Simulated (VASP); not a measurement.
CuO, 4 atoms in the cell. The structure is orthorhombic, space group Cccm (No. 66). The conventional cell has a = 4.164 Å, b = 4.176 Å, c = 5.151 Å, α = 90.00°, β = 90.00°, γ = 90.00°. Cu (site symmetry 2/m) has 4 O at 1.96 Å within 2.6 Å. Within 2.6 Å of O (site symmetry 222) lie 4 Cu at 1.96 Å and 2 O at 2.58 Å. 

| Item | Value |
| --- | --- |
| Program | VASP 6.6.1 |
| Task | single point |
| Functional | LDA |
| Potentials or basis | VASP PAW LDA potentials, release 64 (Cu, O) |
| Cutoff | 520 eV |
| k mesh | 14 × 14 × 8 |
| Occupations | gaussian, width 0.1 eV |
| Spin | no spin polarisation |
| Dipole correction | no |
| k mesh for the DOS | 21 × 21 × 12 |
| Occupations for the DOS | tetrahedron |
| Further INCAR settings | ALGO = Fast; EDIFF = 1e-06 |

Potentials or basis: VASP PAW LDA potentials, release 64 (Cu, O).

Launch:

```console
$ cat potpaw_LDA.64/Cu/POTCAR potpaw_LDA.64/O/POTCAR > POTCAR
$ cp INCAR.step1 INCAR
$ cp KPOINTS.step1 KPOINTS
$ mpirun -np 1 vasp_std > vasp.out
$ cp INCAR.step2 INCAR
$ cp KPOINTS.step2 KPOINTS
$ mpirun -np 1 vasp_std > vasp.out
```

Hardware: 1 thread of Oxide Virtual Turin-like Processor, on a shared host.

Problem. How long does it take, and how much memory?

Solution. It took 8.1 min on 1 thread of Oxide Virtual Turin-like Processor, with other jobs on the host, peak memory 0.71 GiB. Counts: k points 847.
